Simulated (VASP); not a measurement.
Runs of VASP 6.6.1 on W. The structure is that of space group Im-3m (No. 229), or close to it. The cells are those of the table. 

```csv
cell,gap on the mesh (eV),pressure (GPa)
"a = 2.666 Å, angles 109.5°, 1 atom",none,34.9
"a = 2.691 Å, angles 109.5°, 1 atom",none,(b)
"a = 2.765 Å, angles 109.5°, 1 atom",none,-6.2
"a = 2.741 Å, angles 109.5°, 1 atom",none,2.2
"a = 2.789 Å, angles 109.5°, 1 atom",none,(a)
"a = 2.812 Å, angles 109.5°, 1 atom",none,-19.5
"a = 2.716 Å, angles 109.5°, 1 atom",none,11.6
```

Alike in all rows: task single point; level r2SCAN; potentials or basis VASP PAW PBE potentials, release 64 (W_sv); no spin polarisation; k mesh 13 × 13 × 13; cutoff (eV) 520; smearing methfessel-paxton 0.1 eV.

**Question.** Estimate the missing entries.

**Answer.** (a) -13.3; (b) 22.3.

Caveats: the PAW data sets were made with another functional, which shifts forces and pressure a little; spin-orbit coupling is left out, which moves the levels of the heavy elements.

A k mesh can miss the band edges, and the runs leave out spin-orbit coupling on W.

A gap of «none» marks levels without a gap at the run's occupations.
